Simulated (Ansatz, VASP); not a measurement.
# PbSe: VASP beside Ansatz

The input INCAR:

```
SYSTEM = PbSe
PREC = Accurate
ENCUT = 520
EDIFF = 1E-7
ISMEAR = 0
SIGMA = 0.03
LREAL = .False.
LASPH = .True.
NELM = 100
ALGO = Normal
ISIF = 2
LWAVE = .False.
LCHARG = .False.
GGA = PE
IVDW = 12
NBANDS = 17
```

KPOINTS

```
Automatic mesh
0
Gamma
  10 10 10
  0 0 0
```

POSCAR

```
PbSe
1.0
    0.0000000000      2.9127297254      3.1559426574
    2.9127297254      0.0000000000      3.1559426574
    2.9127297254      2.9127297254      0.0000000000
Pb Se
1 1
Direct
    0.0000000000      0.0000000000      0.0000000000
    0.5000000000      0.5000000000      0.5000000000
```

Input for Ansatz:

```yaml
crystal:
  lattice:
    - [0.0, 2.9127297254, 3.1559426574]
    - [2.9127297254, 0.0, 3.1559426574]
    - [2.9127297254, 2.9127297254, 0.0]
  atoms:
    - { symbol: Pb, position: [0.0, 0.0, 0.0] }
    - { symbol: Se, position: [0.5, 0.5, 0.5] }
basis:
  ecutwfc: 420
kpoints:
  mp_grid: { grid: [10, 10, 10] }
hamiltonian:
  xc: pbe
  dispersion: d3bj
scf:
  occupations: { method: gaussian, width: 0.03 }
output:
  forces: true
  stress: true
  eigenvalues: true
```

Alike in both runs: task single point; functional PBE; dispersion D3(BJ); k mesh 10 × 10 × 10; occupations gaussian, width 0.03 eV; no spin polarisation.

```csv
,VASP,Ansatz
version,VASP 6.6.1,Ansatz 0.2.0
potentials or method,"VASP PAW PBE potentials, release 64 (Pb_d, Se), cutoff 520 eV","scalar-relativistic, plane waves, PAW"
valence electrons in the cell,20,30
```

VASP gave:

- gap on the k mesh at the Fermi level (eV): 0.15
- least direct gap on the mesh (eV): 0.15
- pressure (GPa): 5.6
- traceless stress, the component that is largest in VASP (GPa): -8.09

Task: Estimate Ansatz's values.

Result: gap on the k mesh at the Fermi level (eV): 0.15; least direct gap on the mesh (eV): 0.15; pressure (GPa): 5.6; traceless stress, the component that is largest in VASP (GPa): -8.07.

VASP's potentials hold 20 valence electrons a cell and Ansatz's 30, so a difference there can come from the potentials and not from the codes.

Spin-orbit coupling is off throughout.
